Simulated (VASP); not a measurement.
Here is a VASP 6.6.1 calculation.

INCAR

```
SYSTEM = TaN
ALGO     = Normal         ! electronic algorithm
EDIFF    = 1E-6           ! SCF threshold, eV
ENCUT    = 520            ! plane-wave cutoff, eV
ISIF     = 2              ! what is computed and relaxed
ISMEAR   = -1             ! smearing method
LASPH    = .TRUE.         ! aspherical terms in the spheres
LCHARG   = .FALSE.        ! write CHGCAR
LREAL    = .FALSE.        ! projectors in reciprocal space
LWAVE    = .FALSE.        ! write WAVECAR
NBANDS   = 33             ! bands
NELM     = 80             ! most SCF steps
PREC     = Accurate       ! precision mode
SIGMA    = 0.03           ! smearing width, eV
```

The input KPOINTS:

```
k-points
0
G
  5 5 8
  0 0 0
```

POSCAR

```
TaN
1.0
    5.1849992558      0.0518499926      0.0518499926
   -2.5475962172      4.4644160778      0.0189784145
    0.0290800000      0.0290800000      2.9080000000
Ta N
3 3
Direct
    0.0000000000      0.0000000000      0.0000000000
    0.3333333333      0.6666666667      0.5000000000
    0.6666666667      0.3333333333      0.5000000000
    0.5000000000      0.0000000000      0.0000000000
    0.5000000000      0.5000000000      0.0000000000
    0.0000000000      0.5000000000      0.0000000000
```

Potentials or basis: VASP PAW LDA potentials, release 64 (Ta_pv, N).

Command:

```console
$ cat potpaw_LDA.64/Ta_pv/POTCAR potpaw_LDA.64/N/POTCAR > POTCAR
$ mpirun -np 1 vasp_std > vasp.out
```

(1) Estimate the largest force.

(2) Predict the band gap on the k mesh.

Results:

(1) 0.233 eV/Å.

(2) zero (bands 24 and 25 overlap by 1.91 eV).

Caveat: the cell differs from its parent crystal (equal xy, yz and zx shear strains of +2 %); spin-orbit coupling is left out, which moves the levels of the heavy elements.
